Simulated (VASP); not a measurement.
Set up this calculation in VASP 6.6.1, as the native input.

* Task: single point
* Functional: PBE
* Dispersion: D3(BJ)
* Potentials or basis: VASP PAW PBE potentials, release 64 (Ba_sv, Ti_sv, O)
* Cutoff: 520 eV
* k mesh: 7 × 7 × 7
* Occupations: fermi-dirac, width 0.05 eV
* Spin: no spin polarisation
* Dipole correction: no
* Further INCAR settings: ALGO = Normal; EDIFF = 1e-06; NBANDS = 28

The structure of BaTiO3 lies in POSCAR:

```
BaTiO3
1.0
    4.0262895137      0.0000000000      0.0000000000
    0.0000000000      4.0262895137      0.0000000000
    0.0000000000      0.0000000000      4.0446100470
Ba Ti O
1 1 3
Direct
    0.0000000000      0.0000000000      0.0000000000
    0.5000000000      0.5000000000      0.4900000000
    0.0000000000      0.5000000000      0.5170000000
    0.5000000000      0.0000000000      0.5170000000
    0.5000000000      0.5000000000      0.0190000000
```

These files were run (other wordings do the same):

INCAR

```
PREC = Accurate ; ENCUT = 520
EDIFF = 1E-6 ; ISMEAR = -1
SIGMA = 0.05 ; LREAL = False
LASPH = True ; NELM = 80
ALGO = Normal ; ISIF = 2
LWAVE = False ; LCHARG = False
GGA = PE ; IVDW = 12
NBANDS = 28
```

KPOINTS

```
regular mesh
0
Gamma
  7 7 7
```

Potentials or basis: VASP PAW PBE potentials, release 64 (Ba_sv, Ti_sv, O).

Run with:

```bash
$ cat potpaw_PBE.64/Ba_sv/POTCAR potpaw_PBE.64/Ti_sv/POTCAR potpaw_PBE.64/O/POTCAR > POTCAR
$ mpirun -np 1 vasp_std > vasp.out
```

Results of the run:

- Pressure: -2.4 GPa
- Largest force: 0.394 eV/Å
- Band gap on the k mesh: 1.82 eV, indirect (least direct gap 2.03 eV)
- Dispersion energy per atom: -0.259 eV

Caveat: spin-orbit coupling is left out, which moves the levels of the heavy elements.

It took 36 s on 1 thread of Intel(R) Xeon(R) 6975P-C (Granite Rapids) (shared host), peak memory 0.23 GiB.
